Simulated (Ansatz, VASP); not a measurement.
## AlN: VASP beside Ansatz

```xyz
2
Lattice="0.0000 2.1840 2.1840 2.1840 0.0000 2.1840 2.1840 2.1840 0.0000" Properties=species:S:1:pos:R:3 pbc="T T T"
Al    0.0000   -0.0265   -0.0265
N     3.2760    3.2760    3.2760
```

Change from the starting cell: all Al atoms moved +0.037 Å, as atom 1 towards its neighbour atom 1 (Al) at 3.089 Å.

Alike in both runs: task single point; functional PBE; k mesh 10 × 10 × 10; occupations gaussian, width 0.05 eV; no spin polarisation.

```csv
,VASP,Ansatz
version,VASP 6.6.1,Ansatz 0.2.0
potentials or method,"VASP PAW PBE potentials, release 64 (Al, N), cutoff 520 eV","scalar-relativistic, plane waves, PAW"
valence electrons in the cell,8,8
```

Ansatz gave:

- gap on the k mesh at the Fermi level (eV): 3.23
- least direct gap on the mesh (eV): 4.08
- pressure (GPa): 5.0
- traceless stress, the component that is largest in VASP (GPa): 1.89
- rms of the force components (eV/Å): 0.319

What did VASP give for the same quantities?

gap on the k mesh at the Fermi level (eV): 3.22; least direct gap on the mesh (eV): 4.09; pressure (GPa): 4.8; traceless stress, the component that is largest in VASP (GPa): 1.90; rms of the force components (eV/Å): 0.320.

Atom by atom the forces differ by 0.001 eV/Å (rms over components).
